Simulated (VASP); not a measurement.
# CdOs (Pm-3m) in VASP: a series of runs, part 2 of 2

VASP 6.6.1. The steps go on from the part before.

## Step 4: Relaxation of cell and atoms, PBE

This run uses another cell than the first one, of 19.08 Å³/atom, 1.138 times its volume.

The input, INCAR:

```
SYSTEM = CdOs
PREC = Accurate ; ENCUT = 600
EDIFF = 1E-6 ; ISMEAR = 0
SIGMA = 0.1 ; LREAL = .False.
LASPH = .True. ; NELM = 100
ALGO = Normal ; ISIF = 3
LWAVE = .False. ; LCHARG = .False.
GGA = PE ; IBRION = 2
NSW = 90 ; EDIFFG = -0.04
```

The input, KPOINTS:

```
regular mesh
0
Gamma
  6 6 6
  0 0 0
```

The input, POSCAR:

```
CdOs
1.0
    3.3669461387      0.0000000000      0.0000000000
    0.0000000000      3.3669461387      0.0000000000
    0.0000000000      0.0000000000      3.3669461387
Cd Os
1 1
Direct
    0.0000000000      0.0000000000      0.0000000000
    0.5000000000      0.5000000000      0.5000000000
```

Potentials or basis: VASP PAW PBE potentials, release 64 (Cd, Os).

Launch:

```console
> cat potpaw_PBE.64/Cd/POTCAR potpaw_PBE.64/Os/POTCAR > POTCAR
> mpirun -np 1 vasp_std > vasp.out
```

OUTCAR:

```text
SYSTEM = CdOs
   PREC = Accurate
   ENCUT = 600
   EDIFF = 1E-6
   ISMEAR = 0
   LREAL = .False.
   LASPH = .True.
   NELM = 100
   ISIF = 3
   GGA = PE
   IBRION = 2
   NSW = 90
   EDIFFG = -0.04

 ion  position               nearest neighbor table
   1  0.000  0.000  0.000-   2 2.92   2 2.92   2 2.92   2 2.92   2 2.92   2 2.92   2 2.92   2 2.92

   2  0.500  0.500  0.500-   1 2.92   1 2.92   1 2.92   1 2.92   1 2.92   1 2.92   1 2.92   1 2.92

  LATTYP: Found a simple cubic cell.
 ALAT       =     3.3669461387

  Lattice vectors:

 A1 = (   3.3669461387,   0.0000000000,   0.0000000000)
 A2 = (   0.0000000000,   3.3669461387,   0.0000000000)
 A3 = (   0.0000000000,   0.0000000000,   3.3669461387)

Analysis of symmetry for initial positions (statically):
=====================================================================
 Subroutine PRICEL returns:
 Original cell was already a primitive cell.

 Routine SETGRP: Setting up the symmetry group for a
 simple cubic supercell.

 Subroutine GETGRP returns: Found 48 space group operations
 (whereof 48 operations were pure point group operations)
 out of a pool of 48 trial point group operations.

The static configuration has the point symmetry O_h .

Analysis of symmetry for dynamics (positions and initial velocities):
=====================================================================
 Subroutine PRICEL returns:
 Original cell was already a primitive cell.

[... 149 lines left out ...]
  ---------------------------------------------------
  free energy    TOTEN  =        -9.59519891 eV

  energy without entropy =       -9.56597585  energy(sigma->0) =       -9.58058738

 E-fermi :   3.7425     XC(G=0): -11.9963

 val. band max:        3.7275301705   @ k =   0.5000   0.3333   0.3333
 cond. band min:       3.7453012856   @ k =   0.3333   0.3333   0.0000
 fundamental gap:      0.0177711151
 Fermi energy:         3.7424955050

 k-point     1 :       0.0000    0.0000    0.0000
  band No.  band energies     occupation
      1      -4.5748      2.00000
      2      -4.5748      2.00000
      3      -4.4542      2.00000
      4      -3.9224      2.00000
      5      -3.9224      2.00000
      6      -3.9224      2.00000
      7       1.8969      2.00000
      8       1.8969      2.00000
      9       4.1342      0.00000
     10       4.1342      0.00000
     11       4.1342      0.00000
     12       9.8172      0.00000
     13       9.8172      0.00000
     14       9.8172      0.00000
[... 428 lines left out ...]
--------------------------------------- Ionic step        4  -------------------------------------------

 number of electron      20.0000002 magnetization

 Free energy of the ion-electron system (eV)
  ---------------------------------------------------
  ext. energy  EPLUGINS =         0.00000000
  ---------------------------------------------------
  free energy    TOTEN  =        -9.83485728 eV

  energy without entropy =       -9.81385765  energy(sigma->0) =       -9.82435747

 E-fermi :   4.9323     XC(G=0): -12.6746

 val. band max:        4.9311250914   @ k =   0.5000   0.3333   0.0000
 cond. band min:       4.9786081364   @ k =   0.3333   0.3333   0.0000
 fundamental gap:      0.0474830451
 Fermi energy:         4.9322921256

 k-point     1 :       0.0000    0.0000    0.0000
  band No.  band energies     occupation
      1      -4.2188      2.00000
      2      -3.9525      2.00000
      3      -3.9525      2.00000
      4      -3.0521      2.00000
      5      -3.0521      2.00000
      6      -3.0521      2.00000
      7       2.7600      2.00000
      8       2.7600      2.00000
      9       5.4146      0.00000
     10       5.4146      0.00000
     11       5.4146      0.00000
     12      11.3648      0.00000
     13      11.3648      0.00000
     14      11.3648      0.00000
[... 350 lines left out ...]
  FREE ENERGIE OF THE ION-ELECTRON SYSTEM (eV)
  ---------------------------------------------------
  free  energy   TOTEN  =        -9.8348572807 eV

  energy  without entropy=       -9.8138576530  energy(sigma->0) =       -9.82435747

 reached required accuracy - stopping structural energy minimisation
```

CONTCAR:

```text
CdOs
   1.00000000000000
     3.2340176275025048   -0.0000000000000000    0.0000000000000000
    -0.0000000000000000    3.2340176275025048   -0.0000000000000000
    -0.0000000000000000   -0.0000000000000000    3.2340176275025048
  Cd              Os
     1     1
Direct
     0.0000000000000000    0.0000000000000000    0.0000000000000000
     0.5000000000000000    0.5000000000000000    0.5000000000000000

  0.00000000E+00  0.00000000E+00  0.00000000E+00
  0.00000000E+00  0.00000000E+00  0.00000000E+00
```

It took 16 s on 1 thread of Intel Xeon 6975P-C (Granite Rapids), shared host; peak memory 0.17 GiB.

What came out:

- Free energy: -9.8349 eV
- Relaxed volume: 16.91 Å³/atom
- Relaxed cell: a = 3.234 Å, b = 3.234 Å, c = 3.234 Å, α = 90.00°, β = 90.00°, γ = 90.00°
- Space group after relaxing (to 0.05 Å): Pm-3m (No. 221)
- Energy gained by relaxing: 119.8 meV/atom
- Ionic steps: 4
- Pressure after relaxing: -0.2 GPa
- Band gap on the k mesh: zero (band 10 reaches 6.28 eV, above the bottom of band 11 at 4.59 eV)

Step by step:
| step | energy change (eV) | largest force (eV/Å) | pressure (GPa) | volume (Å³) |
| --- | --- | --- | --- | --- |
| 1 | 0.0000 | 0.0000 | -15.39 | 38.17 |
| 2 | 0.2884 | 0.0000 | 40.91 | 28.91 |
| 3 | -0.2393 | 0.0000 | -0.74 | 33.93 |
| 4 | -0.2397 | 0.0000 | -0.23 | 33.82 |

Final structure:
```xyz
2
Lattice="3.2340 0.0000 0.0000 0.0000 3.2340 0.0000 0.0000 0.0000 3.2340" Properties=species:S:1:pos:R:3 pbc="T T T"
Cd    0.0000    0.0000    0.0000
Os    1.6170    1.6170    1.6170
```

Caveat: spin-orbit coupling is left out, which moves the levels of the heavy elements.

## Step 5: The runs side by side

| task | cell | cutoff (eV) | gap on the mesh (eV) | pressure (GPa) |
| --- | --- | --- | --- | --- |
| single point | a = 3.225 Å, 2 atoms | 520 | none | 1.2 |
| single point | a = 3.367 Å, 2 atoms | 520 | none | -15.4 |
| relaxation of cell and atoms | relaxed from a = 3.367 Å, 2 atoms | 600 | none | -0.2 |

Alike in all rows: level PBE; potentials or basis VASP PAW PBE potentials, release 64 (Cd, Os); no spin polarisation; k mesh 6 × 6 × 6; smearing gaussian 0.1 eV.

Caveats: spin-orbit coupling is left out, which moves the levels of the heavy elements.

Total energies depend on the potentials used, so only differences within one code and one set of settings carry meaning.
